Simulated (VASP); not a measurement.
# SiC (SiC (F-43m)) (F-43m) in VASP: further runs

SiC (SiC (F-43m)) is run at these levels: PBE; tasks: single point.

Everything below comes from runs of VASP 6.6.1. Logs are shortened: lines on timing, memory, paths and dates and some standing lists are left out, and cuts for length are marked.

## (1) The cell of the first run

The structure is cubic, space group F-43m (No. 216). The conventional cell has a = 4.380 Å, b = 4.380 Å, c = 4.380 Å, α = 90.00°, β = 90.00°, γ = 90.00°. Within 2.5 Å of Si (site symmetry -43m) lie 4 C at 1.90 Å. Within 2.5 Å of C (site symmetry -43m) lie 4 Si at 1.90 Å.

## (2) Single point, PBE

Input file INCAR:

```
ALGO = Normal
EDIFF = 1E-6
ENCUT = 600
GGA = PE
GGA_COMPAT = F
ISIF = 2
ISMEAR = -1
LASPH = T
LCHARG = F
LREAL = F
LWAVE = F
NBANDS = 11
NELM = 120
PREC = Accurate
SIGMA = 0.01
```

Input file KPOINTS:

```
k-points
0
Gamma
  11 11 11
```

Input file POSCAR:

```
SiC
1.0
    0.0000000000      2.1898524993      2.1898524993
    2.1898524993      0.0000000000      2.1898524993
    2.1898524993      2.1898524993      0.0000000000
Si C
1 1
Direct
    0.7500000002      0.7500000002      0.7500000002
    0.0000000000      0.0000000000      0.0000000000
```

Potentials or basis: VASP PAW PBE potentials, release 64 (Si, C).

Run with:

```console
> cat potpaw_PBE.64/Si/POTCAR potpaw_PBE.64/C/POTCAR > POTCAR
> mpirun -np 1 vasp_std > vasp.out
```

OUTCAR:

```text
EDIFF = 1E-6
   ENCUT = 600
   GGA = PE
   ISIF = 2
   ISMEAR = -1
   LASPH = T
   LREAL = F
   NELM = 120
   PREC = Accurate

 ion  position               nearest neighbor table
   1  0.750  0.750  0.750-   2 1.90   2 1.90   2 1.90   2 1.90
   2  0.000  0.000  0.000-   1 1.90   1 1.90   1 1.90   1 1.90

  LATTYP: Found a face centered cubic cell.
 ALAT       =     4.3797049986

  Lattice vectors:

 A1 = (   0.0000000000,   2.1898524993,   2.1898524993)
 A2 = (   2.1898524993,   0.0000000000,   2.1898524993)
 A3 = (   2.1898524993,   2.1898524993,   0.0000000000)

Analysis of symmetry for initial positions (statically):
=====================================================================
 Subroutine PRICEL returns:
 Original cell was already a primitive cell.

 Routine SETGRP: Setting up the symmetry group for a
 face centered cubic supercell.

 Subroutine GETGRP returns: Found 24 space group operations
 (whereof 24 operations were pure point group operations)
 out of a pool of 48 trial point group operations.

The static configuration has the point symmetry T_d .

Analysis of symmetry for dynamics (positions and initial velocities):
=====================================================================
 Subroutine PRICEL returns:
 Original cell was already a primitive cell.

 Routine SETGRP: Setting up the symmetry group for a
 face centered cubic supercell.

 Subroutine GETGRP returns: Found 24 space group operations
 (whereof 24 operations were pure point group operations)
 out of a pool of 48 trial point group operations.

The dynamic configuration has the point symmetry T_d .

 Subroutine INISYM returns: Found 24 space group operations
 (whereof 24 operations are pure point group operations),
 and found     1 'primitive' translations

----------------------------------------------------------------------------------------

                                     Primitive cell

  volume of cell :      21.0027

  direct lattice vectors                    reciprocal lattice vectors
     0.000000000  2.189852499  2.189852499    -0.228325880  0.228325880  0.228325880
     2.189852499  0.000000000  2.189852499     0.228325880 -0.228325880  0.228325880
     2.189852499  2.189852499  0.000000000     0.228325880  0.228325880 -0.228325880

  length of vectors
     3.096919104  3.096919104  3.096919104     0.395472026  0.395472026  0.395472026

  position of ions in fractional coordinates (direct lattice)
     0.750000000  0.750000000  0.750000000
     0.000000000  0.000000000  0.000000000

  ion indices of the primitive-cell ions
   primitive index   ion index
                 1           1
                 2           2

----------------------------------------------------------------------------------------

 KPOINTS: k-points

Automatic generation of k-mesh.
 Grid dimensions read from file:
 generate k-points for:   11   11   11

 Generating k-lattice:

  Cartesian coordinates                     Fractional coordinates (reciprocal lattice)
    -0.020756898  0.020756898  0.020756898     0.090909091  0.000000000  0.000000000
     0.020756898 -0.020756898  0.020756898     0.000000000  0.090909091  0.000000000
     0.020756898  0.020756898 -0.020756898     0.000000000  0.000000000  0.090909091

  Length of vectors
     0.035952002  0.035952002  0.035952002

  Shift w.r.t. Gamma in fractional coordinates (k-lattice)
     0.000000000  0.000000000  0.000000000

 Subroutine IBZKPT returns following result:
 ===========================================

 Found     56 irreducible k-points:

 Following reciprocal coordinates:
            Coordinates               Weight
  0.000000  0.000000  0.000000      1.000000
  0.090909  0.000000  0.000000      8.000000
  0.181818  0.000000  0.000000      8.000000
  0.272727  0.000000  0.000000      8.000000
  0.363636  0.000000  0.000000      8.000000
  0.454545  0.000000  0.000000      8.000000
[... 16 lines left out ...]
 -0.272727  0.181818  0.000000     24.000000
 -0.181818  0.181818  0.000000     12.000000
 [... further k-points ...]
   k-points           NKPTS =     56   k-points in BZ     NKDIM =     56   number of bands    NBANDS=     11
   number of dos      NEDOS =    301   number of ions     NIONS =      2
   total plane-waves  NPLWV =  21952
   dimension x,y,z NGX =    28 NGY =   28 NGZ =   28
   dimension x,y,z NGXF=    56 NGYF=   56 NGZF=   56
   ions per type =               1   1
   NGX,Y,Z   is equivalent  to a cutoff of  15.03, 15.03, 15.03 a.u.
   NGXF,Y,Z  is equivalent  to a cutoff of  30.06, 30.06, 30.06 a.u.
 SYSTEM =  unknown system
   PREC   = accura    normal or accurate (medium, high low for compatibility)
   ISTART =      0    job   : 0-new  1-cont  2-samecut
   ICHARG =      2    charge: 1-file 2-atom 10-const
   ISPIN  =      1    spin polarized calculation?
   LNONCOLLINEAR =      F non collinear calculations
   LSORBIT =      F    spin-orbit coupling
   LASPH  =      T    aspherical Exc in radial PAW
   ENCUT  =  600.0 eV  44.10 Ry    6.64 a.u.   6.19  6.19  6.19*2*pi/ulx,y,z
   NELM   =    120;   NELMIN=  2; NELMDL= -5     # of ELM steps
   EDIFF  = 0.1E-05   stopping-criterion for ELM
   LREAL  =      F    real-space projection
   EDIFFG = 0.1E-04   stopping-criterion for IOM
   NSW    =      0    number of steps for IOM
   IBRION =     -1    ionic relax: 0-MD 1-quasi-New 2-CG
   NFREE  =      0    steps in history (QN), initial steepest desc. (CG)
   ISIF   =      2    stress and relaxation
   ISYM   =      2    0-nonsym 1-usesym 2-fastsym
   POTIM  = 0.5000    time-step for ionic-motion
   TEBEG  =    0.0;   TEEND  =   0.0 temperature during run
   PSTRESS=    0.0 pullay stress
   NELECT =       8.0000    total number of electrons
   NUPDOWN=      -1.0000    fix difference up-down
   EMIN   =  10.00;   EMAX   =-10.00  energy-range for DOS
   EFERMI =   0.00;   METHOD = LEGACY
   ISMEAR =    -1;   SIGMA  =   0.01  broadening in eV -4-tet -1-fermi 0-gaus
   EFERMI_NEDOS =   21; number of points for ismear=-14 and -15
   IALGO  =     38    algorithm
   IMIX   =      4    mixing-type and parameters
     AMIX     =   0.40;   BMIX     =  1.00
     AMIX_MAG =   1.60;   BMIX_MAG =  1.00
  volume/ion in A,a.u.               =      10.50        70.87
  Fermi-wavevector in a.u.,A,eV,Ry     =   1.186716  2.242567 19.161000  1.408294
  Thomas-Fermi vector in A             =   2.322882
   LORBIT       =      0    0 simple, 1 ext, 2 COOP (PROOUT), +10 PAW based schemes
   GGA     = PE    functional components
   LHFCALC =     F    Hartree Fock is set to
   AEXX    =    0.0000 exact exchange contribution
   IVDW    =     0    specifies the selected vdW correction
   LEPSILON=     F    determine dielectric tensor
   LRPA    =     F    only Hartree local field effects (RPA)
 non-spin polarized calculation
  energy-cutoff  :      600.00
  volume of cell :       21.00
 maximum number of plane-waves:       725
 NGX is ok and might be reduce to    28

 number of electron       8.0000000 magnetization

 Free energy of the ion-electron system (eV)
  ---------------------------------------------------
  ext. energy  EPLUGINS =         0.00000000
  ---------------------------------------------------
  free energy    TOTEN  =       -15.06227220 eV

  energy without entropy =      -15.06227220  energy(sigma->0) =      -15.06227220

 E-fermi :   8.1265     XC(G=0): -11.2913

 val. band max:        7.9397514644   @ k =   0.0000   0.0000   0.0000
 cond. band min:       9.4065486088   @ k =   0.4545   0.4545   0.0000
 fundamental gap:      1.4667971443
 Fermi energy:         8.1265228525

 k-point     1 :       0.0000    0.0000    0.0000
  band No.  band energies     occupation
      1      -7.3468      2.00000
      2       7.9398      2.00000
      3       7.9398      2.00000
      4       7.9398      2.00000
      5      13.9987      0.00000
      6      15.1451      0.00000
      7      15.1451      0.00000
      8      15.1451      0.00000
      9      22.3605      0.00000
     10      22.3605      0.00000
     11      24.1906      0.00000

 k-point     2 :       0.0909    0.0000    0.0000
  band No.  band energies     occupation
      1      -7.1871      2.00000
      2       7.0904      2.00000
      3       7.8283      2.00000
      4       7.8283      2.00000
      5      14.2699      0.00000
      6      15.3322      0.00000
      7      15.3489      0.00000
      8      15.3489      0.00000
      9      21.5342      0.00000
     10      21.5342      0.00000
     11      24.1552      0.00000

 k-point     3 :       0.1818    0.0000    0.0000
  band No.  band energies     occupation
      1      -6.7140      2.00000
      2       5.2413      2.00000
      3       7.5614      2.00000
      4       7.5614      2.00000
      5      14.0882      0.00000
      6      15.7080      0.00000
      7      15.7080      0.00000
      8      16.3517      0.00000
      9      20.7889      0.00000
     10      20.7889      0.00000
     11      23.3570      0.00000

 k-point     4 :       0.2727    0.0000    0.0000
  band No.  band energies     occupation
      1      -5.9499      2.00000
      2       3.1531      2.00000
      3       7.2653      2.00000
      4       7.2653      2.00000
      5      13.7058      0.00000
      6      15.7118      0.00000
      7      15.7118      0.00000
      8      17.3727      0.00000
      9      21.2023      0.00000
     10      21.2023      0.00000
     11      22.9093      0.00000
[... 239 lines left out ...]
 k-point    22 :      -0.3636    0.1818    0.0000
  band No.  band energies     occupation
      1      -3.8085      2.00000
      2       0.5825      2.00000
      3       4.4975      2.00000
      4       6.5647      2.00000
      5      13.1755      0.00000
      6      15.7819      0.00000
      7      16.5038      0.00000
      8      18.7749      0.00000
      9      21.9159      0.00000
     10      22.7960      0.00000
     11      26.2911      0.00000

 k-point    23 :      -0.2727    0.1818    0.0000
  band No.  band energies     occupation
      1      -4.7917      2.00000
      2       2.1150      2.00000
      3       4.5588      2.00000
      4       7.0181      2.00000
      5      13.9228      0.00000
      6      15.8147      0.00000
      7      16.3390      0.00000
      8      17.6890      0.00000
      9      20.1001      0.00000
     10      23.4230      0.00000
     11      26.5378      0.00000

 k-point    24 :      -0.1818    0.1818    0.0000
  band No.  band energies     occupation
      1      -5.6945      2.00000
      2       3.6361      2.00000
      3       5.1752      2.00000
      4       7.4491      2.00000
      5      14.7095      0.00000
      6      15.5748      0.00000
      7      16.0422      0.00000
      8      16.8355      0.00000
      9      19.2920      0.00000
     10      22.8015      0.00000
     11      26.7049      0.00000

 [... further k-points ...]
[... 5 lines left out ...]
  --------------------------------------------------------------------------------------
  -------------------------------------------------------------------------------------
  Total       -0.0234995     -0.0234995     -0.0234995     -0.0000000     -0.0000000      0.0000000
  in kB       -1.7926463     -1.7926463     -1.7926463     -0.0000000     -0.0000000      0.0000000
  external PRESSURE =      -1.7926463 kB  Pullay stress =       0.0000000 kB

 VOLUME and BASIS-vectors are now :
 -----------------------------------------------------------------------------
  energy-cutoff  :      600.00
  volume of cell :       21.00
      direct lattice vectors                 reciprocal lattice vectors
     0.000000000  2.189852499  2.189852499    -0.228325880  0.228325880  0.228325880
     2.189852499  0.000000000  2.189852499     0.228325880 -0.228325880  0.228325880
     2.189852499  2.189852499  0.000000000     0.228325880  0.228325880 -0.228325880

 POSITION                                       TOTAL-FORCE (eV/Angst)
 -----------------------------------------------------------------------------------
      3.28478      3.28478      3.28478         0.000000      0.000000     -0.000000
      0.00000      0.00000      0.00000        -0.000000     -0.000000      0.000000
 -----------------------------------------------------------------------------------
    total drift:                               -0.000000     -0.000000     -0.000000

  FREE ENERGIE OF THE ION-ELECTRON SYSTEM (eV)
  ---------------------------------------------------
  free  energy   TOTEN  =       -15.0622721954 eV

  energy  without entropy=      -15.0622721954  energy(sigma->0) =      -15.06227220
```

Wall time 11 s (1 thread of AMD EPYC 9R45 (Zen 5), shared host); peak memory 0.12 GiB.

What came out:

```yaml
Free_energy: -15.0623 eV
Pressure: -0.2 GPa
Band_gap_on_the_k_mesh: 1.47 eV, indirect (least direct gap 4.58 eV)
```

## (3) Single point, PBE

This run uses another cell than the first one: it holds 32 atoms, not 2.

Input file INCAR:

```
SYSTEM = SiC
PREC = Accurate
ENCUT = 600
EDIFF = 1E-6
ISMEAR = -1
SIGMA = 0.01
LREAL = Auto
LASPH = .True.
NELM = 120
ALGO = Normal
ISIF = 2
LWAVE = .False.
LCHARG = .False.
GGA = PE
NBANDS = 86
GGA_COMPAT = .False.
```

Input file KPOINTS:

```
Automatic mesh
0
Gamma
  1 1 1
  0.25 0.25 0.25
```

Input file POSCAR:

```
SiC
1.0
   -4.3797050000      4.3797050000     -4.3797050000
    4.3797050000      4.3797050000      4.3797050000
    4.3797050000     -4.3797050000     -4.3797050000
Si C
16 16
Direct
    0.0000000000      0.0000000000      0.7500000000
    0.0000000000      0.2500000000      0.5000000000
    0.0000000000      0.5000000000      0.2500000000
    0.0000000000      0.7500000000      0.0000000000
    0.2500000000      0.0000000000      0.5000000000
    0.2500000000      0.2500000000      0.2500000000
    0.2500000000      0.5000000000      0.0000000000
    0.2500000000      0.7500000000      0.7500000000
    0.5000000000      0.0000000000      0.2500000000
    0.5000000000      0.2500000000      0.0000000000
    0.5000000000      0.5000000000      0.7500000000
    0.5000000000      0.7500000000      0.5000000000
    0.7500000000      0.0000000000      0.0000000000
    0.7500000000      0.2500000000      0.7500000000
    0.7500000000      0.5000000000      0.5000000000
    0.7500000000      0.7500000000      0.2500000000
    0.0000000000      0.0000000000      0.0000000000
    0.0000000000      0.2500000000      0.7500000000
    0.0000000000      0.5000000000      0.5000000000
    0.0000000000      0.7500000000      0.2500000000
    0.2500000000      0.0000000000      0.7500000000
    0.2500000000      0.2500000000      0.5000000000
    0.2500000000      0.5000000000      0.2500000000
    0.2500000000      0.7500000000      0.0000000000
    0.5000000000      0.0000000000      0.5000000000
    0.5000000000      0.2500000000      0.2500000000
    0.5000000000      0.5000000000      0.0000000000
    0.5000000000      0.7500000000      0.7500000000
    0.7500000000      0.0000000000      0.2500000000
    0.7500000000      0.2500000000      0.0000000000
    0.7500000000      0.5000000000      0.7500000000
    0.7500000000      0.7500000000      0.5000000000
```

Potentials or basis: VASP PAW PBE potentials, release 64 (Si, C).

Run with:

```console
> cat potpaw_PBE.64/Si/POTCAR potpaw_PBE.64/C/POTCAR > POTCAR
> mpirun -np 1 vasp_std > vasp.out
```

It took 63 s on 1 thread of AMD EPYC 9R45 (Zen 5), shared host; peak memory 0.48 GiB.

Results (log left out):

- Free energy: -239.0552 eV
- Pressure: 0.3 GPa
- Band gap on the k mesh: 4.28 eV

Levels at points of the mesh, in eV from the valence-band top:
| k point | band 62 | band 63 | band 64 | band 65 | band 66 | band 67 |
| --- | --- | --- | --- | --- | --- | --- |
| (0.25, 0.25, 0.25) | 0.00 | 0.00 | 0.00 | 4.28 | 4.28 | 4.28 |

Caveat: the k points lie up to 1.01 Å⁻¹ apart. PBE gaps usually lie below the measured ones, often by a third to a half.
